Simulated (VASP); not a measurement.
# GaSb (F-43m) in VASP: a series of runs

Runs on GaSb. Level: PBE. Tasks: single point, relaxation of cell and atoms.

All numbers are computed with VASP 6.6.1; they aren't measurements. Logs are shortened: lines on timing, memory, paths and dates and some standing lists are left out, and cuts for length are marked.

## Step 1: The cell of the first run

Symmetry: F-43m, No. 216, cubic system. The conventional cell has a = 5.382 Å, b = 5.382 Å, c = 5.382 Å, α = 90.00°, β = 90.00°, γ = 90.00°. Ga (site symmetry -43m) has 4 Sb at 2.33 Å within 3.1 Å. Within 3.1 Å of Sb (site symmetry -43m) lie 4 Ga at 2.33 Å.

## Step 2: Single point, PBE

INCAR reads:

```
SYSTEM = GaSb
  ALGO = Normal
  EDIFF = 1E-6
  ENCUT = 500
  GGA = PE
  GGA_COMPAT = .False.
  ISIF = 2
  ISMEAR = 0
  LASPH = .True.
  LCHARG = .False.
  LREAL = .False.
  LWAVE = .False.
  NBANDS = 16
  NELM = 120
  PREC = Accurate
  SIGMA = 0.1
```

KPOINTS reads:

```
k-points
0
Gamma
  6 6 6
  0 0 0
```

POSCAR reads:

```
GaSb
1.0
    0.0000000000      2.6908648841      2.6908648841
    2.6908648841      0.0000000000      2.6908648841
    2.6908648841      2.6908648841      0.0000000000
Ga Sb
1 1
Direct
    0.0000000000      0.0000000000      0.0000000000
    0.7500000000      0.7500000000      0.7500000000
```

Potentials or basis: VASP PAW PBE potentials, release 64 (Ga_d, Sb).

Command:

```
> cat potpaw_PBE.64/Ga_d/POTCAR potpaw_PBE.64/Sb/POTCAR > POTCAR
> mpirun -np 1 vasp_std > vasp.out
```

OUTCAR:

```text
SYSTEM = GaSb
   EDIFF = 1E-6
   ENCUT = 500
   GGA = PE
   ISIF = 2
   ISMEAR = 0
   LASPH = .True.
   LREAL = .False.
   NELM = 120
   PREC = Accurate

 ion  position               nearest neighbor table
   1  0.000  0.000  0.000-   2 2.33   2 2.33   2 2.33   2 2.33
   2  0.750  0.750  0.750-   1 2.33   1 2.33   1 2.33   1 2.33

  LATTYP: Found a face centered cubic cell.
 ALAT       =     5.3817297682

  Lattice vectors:

 A1 = (   0.0000000000,   2.6908648841,   2.6908648841)
 A2 = (   2.6908648841,   0.0000000000,   2.6908648841)
 A3 = (   2.6908648841,   2.6908648841,   0.0000000000)

Analysis of symmetry for initial positions (statically):
=====================================================================
 Subroutine PRICEL returns:
 Original cell was already a primitive cell.

 Routine SETGRP: Setting up the symmetry group for a
 face centered cubic supercell.

 Subroutine GETGRP returns: Found 24 space group operations
 (whereof 24 operations were pure point group operations)
 out of a pool of 48 trial point group operations.

The static configuration has the point symmetry T_d .

Analysis of symmetry for dynamics (positions and initial velocities):
=====================================================================
 Subroutine PRICEL returns:
 Original cell was already a primitive cell.

 Routine SETGRP: Setting up the symmetry group for a
 face centered cubic supercell.

 Subroutine GETGRP returns: Found 24 space group operations
 (whereof 24 operations were pure point group operations)
 out of a pool of 48 trial point group operations.

The dynamic configuration has the point symmetry T_d .

 Subroutine INISYM returns: Found 24 space group operations
 (whereof 24 operations are pure point group operations),
 and found     1 'primitive' translations

----------------------------------------------------------------------------------------

                                     Primitive cell

  volume of cell :      38.9678

  direct lattice vectors                    reciprocal lattice vectors
     0.000000000  2.690864884  2.690864884    -0.185813863  0.185813863  0.185813863
     2.690864884  0.000000000  2.690864884     0.185813863 -0.185813863  0.185813863
     2.690864884  2.690864884  0.000000000     0.185813863  0.185813863 -0.185813863

  length of vectors
     3.805457614  3.805457614  3.805457614     0.321839052  0.321839052  0.321839052

[... 70 lines left out ...]
   NELM   =    120;   NELMIN=  2; NELMDL= -5     # of ELM steps
   EDIFF  = 0.1E-05   stopping-criterion for ELM
   LREAL  =      F    real-space projection
   EDIFFG = 0.1E-04   stopping-criterion for IOM
   NSW    =      0    number of steps for IOM
   IBRION =     -1    ionic relax: 0-MD 1-quasi-New 2-CG
   NFREE  =      0    steps in history (QN), initial steepest desc. (CG)
   ISIF   =      2    stress and relaxation
   ISYM   =      2    0-nonsym 1-usesym 2-fastsym
   POTIM  = 0.5000    time-step for ionic-motion
   TEBEG  =    0.0;   TEEND  =   0.0 temperature during run
   PSTRESS=    0.0 pullay stress
   NELECT =      18.0000    total number of electrons
   NUPDOWN=      -1.0000    fix difference up-down
   EMIN   =  10.00;   EMAX   =-10.00  energy-range for DOS
   EFERMI =   0.00;   METHOD = LEGACY
   ISMEAR =     0;   SIGMA  =   0.10  broadening in eV -4-tet -1-fermi 0-gaus
   EFERMI_NEDOS =   21; number of points for ismear=-14 and -15
   IALGO  =     38    algorithm
   IMIX   =      4    mixing-type and parameters
     AMIX     =   0.40;   BMIX     =  1.00
     AMIX_MAG =   1.60;   BMIX_MAG =  1.00
  volume/ion in A,a.u.               =      19.48       131.48
  Fermi-wavevector in a.u.,A,eV,Ry     =   1.265505  2.391457 21.789761  1.601502
  Thomas-Fermi vector in A             =   2.398754
   LORBIT       =      0    0 simple, 1 ext, 2 COOP (PROOUT), +10 PAW based schemes
   GGA     = PE    functional components
   LHFCALC =     F    Hartree Fock is set to
   AEXX    =    0.0000 exact exchange contribution
   IVDW    =     0    specifies the selected vdW correction
   LEPSILON=     F    determine dielectric tensor
   LRPA    =     F    only Hartree local field effects (RPA)
 non-spin polarized calculation
 Gauss-broadening in eV      SIGMA  =   0.10
  energy-cutoff  :      500.00
  volume of cell :       38.97
 maximum number of plane-waves:      1002
   NGX = 13   NGY = 13   NGZ = 13

 number of electron      17.9999994 magnetization

 Free energy of the ion-electron system (eV)
  ---------------------------------------------------
  ext. energy  EPLUGINS =         0.00000000
  ---------------------------------------------------
  free energy    TOTEN  =        -4.99660982 eV

  energy without entropy =       -4.99483862  energy(sigma->0) =       -4.99572422

 E-fermi :   9.8478     XC(G=0): -10.8833

 val. band max:        9.8159909045   @ k =   0.0000   0.0000   0.0000
 cond. band min:       9.9112927642   @ k =   0.5000   0.5000   0.0000
 fundamental gap:      0.0953018598
 Fermi energy:         9.8477744259

 k-point     1 :       0.0000    0.0000    0.0000
  band No.  band energies     occupation
      1      -6.6373      2.00000
      2      -6.6373      2.00000
      3      -6.6373      2.00000
      4      -6.4924      2.00000
      5      -6.4924      2.00000
      6      -5.1218      2.00000
[... 281 lines left out ...]
      3      -6.5669      2.00000
      4      -6.5232      2.00000
      5      -6.4951      2.00000
      6      -0.6554      2.00000
[... 8 lines left out ...]
     15      22.3387      0.00000
     16      23.1738      0.00000

------------------------ aborting loop because EDIFF is reached ----------------------------------------

  FORCE on cell =-STRESS in cart. coord.  units (eV):
  Direction    XX          YY          ZZ          XY          YZ          ZX
  --------------------------------------------------------------------------------------
  -------------------------------------------------------------------------------------
  Total       12.9267800     12.9267800     12.9267800     -0.0000000      0.0000000     -0.0000000
  in kB      531.4902128    531.4902128    531.4902128     -0.0000000      0.0000000     -0.0000000
  external PRESSURE =     531.4902128 kB  Pullay stress =       0.0000000 kB

 VOLUME and BASIS-vectors are now :
 -----------------------------------------------------------------------------
  energy-cutoff  :      500.00
  volume of cell :       38.97
      direct lattice vectors                 reciprocal lattice vectors
     0.000000000  2.690864884  2.690864884    -0.185813863  0.185813863  0.185813863
     2.690864884  0.000000000  2.690864884     0.185813863 -0.185813863  0.185813863
     2.690864884  2.690864884  0.000000000     0.185813863  0.185813863 -0.185813863

 POSITION                                       TOTAL-FORCE (eV/Angst)
 -----------------------------------------------------------------------------------
      0.00000      0.00000      0.00000         0.000000      0.000000      0.000000
      4.03630      4.03630      4.03630        -0.000000     -0.000000     -0.000000
 -----------------------------------------------------------------------------------
    total drift:                               -0.000002     -0.000002     -0.000002

  FREE ENERGIE OF THE ION-ELECTRON SYSTEM (eV)
  ---------------------------------------------------
  free  energy   TOTEN  =        -4.9966098157 eV

  energy  without entropy=       -4.9948386221  energy(sigma->0) =       -4.99572422
```

Wall time 17 s (1 thread of Intel Xeon Platinum 8375C at 2.90GHz (Ice Lake), shared host); peak memory 0.16 GiB.

Results:

```
Free energy            : -4.9966 eV
Pressure               : 53.1 GPa
Band gap on the k mesh : 0.10 eV (least direct gap 2.46 eV)
```

Caveat: the cell stands under pressure; spin-orbit coupling is left out, which moves the levels of the heavy elements.

## Step 3: Single point, PBE

This run uses another cell than the first one, of 30.04 Å³/atom.

INCAR reads:

```
  PREC = Accurate
  ENCUT = 500
  EDIFF = 1E-6
  ISMEAR = 0
  SIGMA = 0.1
  LREAL = F
  LASPH = T
  NELM = 120
  ALGO = Normal
  ISIF = 2
  LWAVE = F
  LCHARG = F
  GGA = PE
  NBANDS = 16
  GGA_COMPAT = F
```

KPOINTS reads:

```
Automatic mesh
0
Gamma
  6 6 6
```

POSCAR reads:

```
GaSb
1.0
    0.0000000000      3.1086464678      3.1086464678
    3.1086464678      0.0000000000      3.1086464678
    3.1086464678      3.1086464678      0.0000000000
Ga Sb
1 1
Direct
    0.0000000000      0.0000000000      0.0000000000
    0.7500000000      0.7500000000      0.7500000000
```

Potentials or basis: VASP PAW PBE potentials, release 64 (Ga_d, Sb).

Command:

```
> cat potpaw_PBE.64/Ga_d/POTCAR potpaw_PBE.64/Sb/POTCAR > POTCAR
> mpirun -np 1 vasp_std > vasp.out
```

OUTCAR:

```text
PREC = Accurate
   ENCUT = 500
   EDIFF = 1E-6
   ISMEAR = 0
   LREAL = F
   LASPH = T
   NELM = 120
   ISIF = 2
   GGA = PE

 ion  position               nearest neighbor table
   1  0.000  0.000  0.000-   2 2.69   2 2.69   2 2.69   2 2.69
   2  0.750  0.750  0.750-   1 2.69   1 2.69   1 2.69   1 2.69

  LATTYP: Found a face centered cubic cell.
 ALAT       =     6.2172929356

  Lattice vectors:

 A1 = (   0.0000000000,   3.1086464678,   3.1086464678)
 A2 = (   3.1086464678,   0.0000000000,   3.1086464678)
 A3 = (   3.1086464678,   3.1086464678,   0.0000000000)

Analysis of symmetry for initial positions (statically):
=====================================================================
 Subroutine PRICEL returns:
 Original cell was already a primitive cell.

 Routine SETGRP: Setting up the symmetry group for a
 face centered cubic supercell.

 Subroutine GETGRP returns: Found 24 space group operations
 (whereof 24 operations were pure point group operations)
 out of a pool of 48 trial point group operations.

The static configuration has the point symmetry T_d .

Analysis of symmetry for dynamics (positions and initial velocities):
=====================================================================
 Subroutine PRICEL returns:
 Original cell was already a primitive cell.

 Routine SETGRP: Setting up the symmetry group for a
 face centered cubic supercell.

 Subroutine GETGRP returns: Found 24 space group operations
 (whereof 24 operations were pure point group operations)
 out of a pool of 48 trial point group operations.

The dynamic configuration has the point symmetry T_d .

 Subroutine INISYM returns: Found 24 space group operations
 (whereof 24 operations are pure point group operations),
 and found     1 'primitive' translations

----------------------------------------------------------------------------------------

                                     Primitive cell
[... 99 lines left out ...]
   IALGO  =     38    algorithm
   IMIX   =      4    mixing-type and parameters
     AMIX     =   0.40;   BMIX     =  1.00
     AMIX_MAG =   1.60;   BMIX_MAG =  1.00
  volume/ion in A,a.u.               =      30.04       202.73
  Fermi-wavevector in a.u.,A,eV,Ry     =   1.095429  2.070061 16.326518  1.199965
  Thomas-Fermi vector in A             =   2.231753
   LORBIT       =      0    0 simple, 1 ext, 2 COOP (PROOUT), +10 PAW based schemes
   GGA     = PE    functional components
   LHFCALC =     F    Hartree Fock is set to
   AEXX    =    0.0000 exact exchange contribution
   IVDW    =     0    specifies the selected vdW correction
   LEPSILON=     F    determine dielectric tensor
   LRPA    =     F    only Hartree local field effects (RPA)
 non-spin polarized calculation
 Gauss-broadening in eV      SIGMA  =   0.10
  energy-cutoff  :      500.00
  volume of cell :       60.08
 maximum number of plane-waves:      1544
   NGX = 17   NGY = 17   NGZ = 17

 number of electron      18.0000015 magnetization

 Free energy of the ion-electron system (eV)
  ---------------------------------------------------
  ext. energy  EPLUGINS =         0.00000000
  ---------------------------------------------------
  free energy    TOTEN  =        -7.34360053 eV

  energy without entropy =       -7.34288573  energy(sigma->0) =       -7.34324313

 E-fermi :   4.4275     XC(G=0):  -8.8739

 val. band max:        4.3970715338   @ k =   0.0000   0.0000   0.0000
 cond. band min:       4.7020893360   @ k =   0.5000   0.0000   0.0000
 fundamental gap:      0.3050178021
 Fermi energy:         4.4275151013

 k-point     1 :       0.0000    0.0000    0.0000
  band No.  band energies     occupation
      1     -10.5550      2.00000
      2     -10.5550      2.00000
      3     -10.5550      2.00000
      4     -10.5125      2.00000
      5     -10.5125      2.00000
      6      -6.7540      2.00000
[... 281 lines left out ...]
      3     -10.5355      2.00000
      4     -10.5188      2.00000
      5     -10.5108      2.00000
      6      -4.4612      2.00000
[... 8 lines left out ...]
     15      14.1654      0.00000
     16      15.5103      0.00000

------------------------ aborting loop because EDIFF is reached ----------------------------------------

  FORCE on cell =-STRESS in cart. coord.  units (eV):
  Direction    XX          YY          ZZ          XY          YZ          ZX
  --------------------------------------------------------------------------------------
  -------------------------------------------------------------------------------------
  Total        0.0316573      0.0316573      0.0316573      0.0000000      0.0000000      0.0000000
  in kB        0.8441906      0.8441906      0.8441906      0.0000000      0.0000000      0.0000000
  external PRESSURE =       0.8441906 kB  Pullay stress =       0.0000000 kB

 VOLUME and BASIS-vectors are now :
 -----------------------------------------------------------------------------
  energy-cutoff  :      500.00
  volume of cell :       60.08
      direct lattice vectors                 reciprocal lattice vectors
     0.000000000  3.108646468  3.108646468    -0.160841706  0.160841706  0.160841706
     3.108646468  0.000000000  3.108646468     0.160841706 -0.160841706  0.160841706
     3.108646468  3.108646468  0.000000000     0.160841706  0.160841706 -0.160841706

 POSITION                                       TOTAL-FORCE (eV/Angst)
 -----------------------------------------------------------------------------------
      0.00000      0.00000      0.00000        -0.000000     -0.000000     -0.000000
      4.66297      4.66297      4.66297         0.000000      0.000000      0.000000
 -----------------------------------------------------------------------------------
    total drift:                               -0.000001     -0.000001     -0.000001

  FREE ENERGIE OF THE ION-ELECTRON SYSTEM (eV)
  ---------------------------------------------------
  free  energy   TOTEN  =        -7.3436005269 eV

  energy  without entropy=       -7.3428857314  energy(sigma->0) =       -7.34324313
```

OSZICAR:

```text
N       E                     dE             d eps       ncg     rms          rms(c)
DAV:   1     0.755437483865E+02    0.75544E+02   -0.82281E+03   512   0.131E+03
DAV:   2    -0.184499923840E+01   -0.77389E+02   -0.74287E+02   592   0.270E+02
DAV:   3    -0.730147040932E+01   -0.54565E+01   -0.54439E+01   616   0.610E+01
DAV:   4    -0.739102011811E+01   -0.89550E-01   -0.89541E-01   664   0.872E+00
DAV:   5    -0.739306979923E+01   -0.20497E-02   -0.20497E-02   624   0.113E+00    0.300E+00
DAV:   6    -0.735288979967E+01    0.40180E-01   -0.63108E-02   736   0.379E+00    0.179E+00
DAV:   7    -0.734195836770E+01    0.10931E-01   -0.36271E-02   600   0.148E+00    0.350E-01
DAV:   8    -0.734301752921E+01   -0.10592E-02   -0.44109E-03   664   0.735E-01    0.758E-02
DAV:   9    -0.734352020398E+01   -0.50267E-03   -0.64683E-04   584   0.202E-01    0.299E-02
DAV:  10    -0.734358765887E+01   -0.67455E-04   -0.70089E-05   640   0.464E-02    0.939E-03
DAV:  11    -0.734359958806E+01   -0.11929E-04   -0.18666E-05   584   0.332E-02    0.600E-03
DAV:  12    -0.734360092468E+01   -0.13366E-05   -0.23874E-06   672   0.859E-03    0.345E-03
DAV:  13    -0.734360052693E+01    0.39775E-06   -0.17241E-07   416   0.379E-03
   1 F= -.73436005E+01 E0= -.73432431E+01  d E =-.714795E-03
```

stdout:

```text
POSCAR found type information on POSCAR GaSb
 POSCAR found :  2 types and       2 ions
 scaLAPACK will be used
 LDA part: xc-table for (Slater+PW92), standard interpolation
 POSCAR, INCAR and KPOINTS ok, starting setup
 FFT: planning ... GRIDC
 FFT: planning ... GRID_SOFT
 FFT: planning ... GRID
 WAVECAR not read
 entering main loop
```

It took 16 s on 1 thread of Intel Xeon Platinum 8375C at 2.90GHz (Ice Lake), shared host; peak memory 0.18 GiB.

Results:

| Item | Value |
| --- | --- |
| Free energy | -7.3436 eV |
| Pressure | 0.1 GPa |
| Band gap on the k mesh | zero (filled and empty bands touch) |

Caveat: semilocal functionals underestimate gaps, so a narrow gap can read as zero; spin-orbit coupling is left out, which moves the levels of the heavy elements.

## Step 4: Relaxation of cell and atoms, PBE

INCAR reads:

```
PREC = Accurate
ENCUT = 500
EDIFF = 1E-7
ISMEAR = 0
SIGMA = 0.1
LREAL = False
LASPH = True
NELM = 120
ALGO = Normal
ISIF = 3
LWAVE = False
LCHARG = False
GGA = PE
IBRION = 2
NSW = 80
EDIFFG = -0.05
GGA_COMPAT = False
NELMIN = 4
```

KPOINTS reads:

```
regular mesh
0
Gamma
  6 6 6
```

POSCAR reads:

```
GaSb
1.0
    0.0000000000      2.6908648841      2.6908648841
    2.6908648841      0.0000000000      2.6908648841
    2.6908648841      2.6908648841      0.0000000000
Ga Sb
1 1
Direct
    0.0000000000      0.0000000000      0.0000000000
    0.7500000000      0.7500000000      0.7500000000
```

Command:

```
> cat potpaw_PBE.64/Ga_d/POTCAR potpaw_PBE.64/Sb/POTCAR > POTCAR
> mpirun -np 1 vasp_std > vasp.out
```

Run time: 47 s. Hardware: 1 thread of Intel Xeon Platinum 8375C at 2.90GHz (Ice Lake), shared host; peak memory 0.16 GiB.

Results (log left out):

```
Free energy                           : -7.3288 eV
Relaxed volume                        : 29.94 Å³/atom
Relaxed cell                          : a = 4.391 Å, b = 4.391 Å, c = 4.391 Å, α = 60.00°, β = 60.00°, γ = 60.00°
Space group after relaxing (to 0.1 Å) : F-43m (No. 216)
Energy gained by relaxing             : 1166.1 meV/atom
Ionic steps                           : 4
Pressure after relaxing               : 0.1 GPa
Band gap on the k mesh                : zero (filled and empty bands touch)
```

Step by step:
| step | energy change (eV) | largest force (eV/Å) | pressure (GPa) | volume (Å³) |
| --- | --- | --- | --- | --- |
| 1 | 0.0000 | 0.0000 | 53.20 | 38.97 |
| 2 | -1.4796 | 0.0000 | -6.69 | 88.03 |
| 3 | -2.3318 | 0.0000 | -0.30 | 60.37 |
| 4 | -2.3321 | 0.0000 | 0.07 | 59.88 |

Final structure:
```
Ga Sb
1.0
     0.00000    3.10510    3.10510
     3.10510    0.00000    3.10510
     3.10510    3.10510    0.00000
Ga Sb
1 1
Direct
  0.00000 0.00000 0.00000
  0.75000 0.75000 0.75000
```

Levels at points of the mesh, in eV from the Fermi level:
| k point | band 6 | band 7 | band 8 | band 9 | band 10 | band 11 | band 12 | band 13 |
| --- | --- | --- | --- | --- | --- | --- | --- | --- |
| (0.00, 0.00, 0.00) | -11.20 | -0.31 | -0.03 | -0.03 | -0.03 | 2.75 | 2.75 | 2.75 |
| (0.50, 0.00, 0.00) | -9.69 | -6.18 | -1.12 | -1.12 | 0.28 | 3.71 | 3.71 | 6.46 |
| (0.50, 0.50, 0.00) | -8.93 | -6.65 | -2.45 | -2.45 | 0.92 | 1.30 | 8.36 | 8.36 |

Caveat: the volume moved by over 15 % at a fixed basis, so the end points are rough; semilocal functionals underestimate gaps, so a narrow gap can read as zero; spin-orbit coupling is left out, which moves the levels of the heavy elements.

## Step 5: The runs side by side

```tsv
task	cell	gap on the mesh (eV)	pressure (GPa)
single point	a = 3.805 Å, angles 60.0°, 2 atoms	0.10	53.1
single point	a = 4.396 Å, angles 60.0°, 2 atoms	none	0.1
relaxation of cell and atoms	relaxed from a = 3.805 Å, angles 60.0°, 2 atoms	none	0.1
```

Alike in all rows: level PBE; potentials or basis VASP PAW PBE potentials, release 64 (Ga_d, Sb); no spin polarisation; k mesh 6 × 6 × 6; cutoff (eV) 500; smearing gaussian 0.1 eV.

Caveats: spin-orbit coupling is left out, which moves the levels of the heavy elements; semilocal functionals underestimate gaps, so a narrow gap can read as zero (at least some runs); the cell stands under pressure (at least some runs); the volume moved by over 15 % at a fixed basis, so the end points are rough (at least some runs).

Absolute energies hang on the potentials; compare differences alone.
